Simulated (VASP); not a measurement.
Here is a VASP 6.6.1 calculation.

File INCAR:

```
PREC = Accurate ; ENCUT = 600
EDIFF = 1E-6 ; ISMEAR = -1
SIGMA = 0.1 ; LREAL = F
LASPH = T ; NELM = 80
ALGO = Normal ; ISIF = 3
LWAVE = F ; LCHARG = F
GGA = PE ; IBRION = 2
NSW = 50 ; EDIFFG = -0.01
```

File KPOINTS:

```
regular mesh
0
Gamma
  10 10 6
```

Contents of POSCAR:

```
W
1.0
    2.8200000000      0.0000000000      0.0000000000
   -1.4100000000      2.4421916387      0.0000000000
    0.0000000000      0.0000000000      4.6050600000
W
2
Direct
    0.3333333333      0.6666666667      0.2500000000
    0.6666666667      0.3333333333      0.7500000000
```

Potentials or basis: VASP PAW PBE potentials, release 64 (W_sv).

Launch:

```console
$ cat potpaw_PBE.64/W_sv/POTCAR > POTCAR
$ mpirun -np 1 vasp_std > vasp.out
```

Question: Predict the relaxed volume.

Answer: 16.55 Å³/atom.

Question: Estimate the space group after relaxing (to 0.05 Å).

Answer: P6_3/mmc (No. 194).

Question: What does it give for the band gap on the k mesh?

Answer: Zero (band 14 reaches 11.70 eV, above the bottom of band 15 at 10.10 eV).

Final structure:
```
W
1.0
     2.78092    0.00000    0.00000
    -1.39046    2.40835    0.00000
     0.00000    0.00000    4.94138
W
2
Direct
  0.33333 0.66667 0.25000
  0.66667 0.33333 0.75000
```

Caveat: spin-orbit coupling is left out, which moves the levels of the heavy elements.
